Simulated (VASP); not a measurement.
A run of VASP 6.6.1 is set up as follows.

INCAR

```
SYSTEM = Al2Ru
  ALGO = Fast
  EDIFF = 1E-6
  ENCUT = 520
  GGA = PS
  ISIF = 2
  ISMEAR = 0
  LASPH = .TRUE.
  LCHARG = .FALSE.
  LREAL = .FALSE.
  LWAVE = .FALSE.
  NBANDS = 17
  NELM = 60
  PREC = Accurate
  SIGMA = 0.15
```

Contents of KPOINTS:

```
k-points
0
G
  20 20 20
  0 0 0
```

File POSCAR:

```
Al2Ru
1.0
   -1.6231441793      1.6231441793      4.3797020503
    1.6231441793     -1.6231441793      4.3797020503
    1.6231441793      1.6231441793     -4.3797020503
Al Ru
2 1
Direct
    0.6590805104      0.6590805104      0.0000000000
    0.3409194896      0.3409194896      0.0000000000
    0.0000000000      0.0000000000      0.0000000000
```

Potentials or basis: VASP PAW PBE potentials, release 64 (Al, Ru_pv).

Command:

```console
$ cat potpaw_PBE.64/Al/POTCAR potpaw_PBE.64/Ru_pv/POTCAR > POTCAR
$ mpirun -np 1 vasp_std > vasp.out
```

(1) What does it give for the band gap on the k mesh?

(2) Predict the pressure.

(3) Estimate the largest force.

## Answers

(1) zero (bands 10 and 11 overlap by 0.16 eV).

(2) -16.6 GPa.

(3) 0.331 eV/Å.

Caveat: the cell stands under tension; the PAW data sets were made with another functional, which shifts forces and pressure a little.
